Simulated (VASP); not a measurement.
Runs of VASP 6.6.1 on NaCl. The structure is that of space group Fm-3m (No. 225), or close to it. The cells are those of the table. 

```tsv
task	cell	k mesh	smearing	gap on the mesh (eV)	pressure (GPa)
relaxation of cell and atoms	relaxed to 8.9 GPa from a = 3.856 Å, angles 60.0°, 2 atoms	6 × 6 × 6	gaussian 0.1 eV	(a)	8.9
single point	a = 3.694 Å, angles 60.0°, 2 atoms	8 × 8 × 8	gaussian 0.02 eV	5.94	9.0
relaxation of cell and atoms	relaxed to 8.9 GPa from a = 3.692 Å, angles 60.0°, 2 atoms	6 × 6 × 6	gaussian 0.1 eV	5.94	9.1
single point	a = 3.692 Å, angles 60.0°, 2 atoms	6 × 6 × 6	gaussian 0.1 eV	5.94	9.1
```

Alike in all rows: level PBEsol; potentials or basis VASP PAW PBE potentials, release 64 (Na_pv, Cl); no spin polarisation; cutoff (eV) 500.

Q: Fill in the values left out.

A: (a) 5.93.

Caveats: the PAW data sets were made with another functional, which shifts forces and pressure a little; the cell is relaxed towards a set pressure, so the run minimises the enthalpy, not the energy (at least some runs); the cell stands under pressure (at least some runs); the relaxation stopped at its first step, so nothing moved (at least some runs).

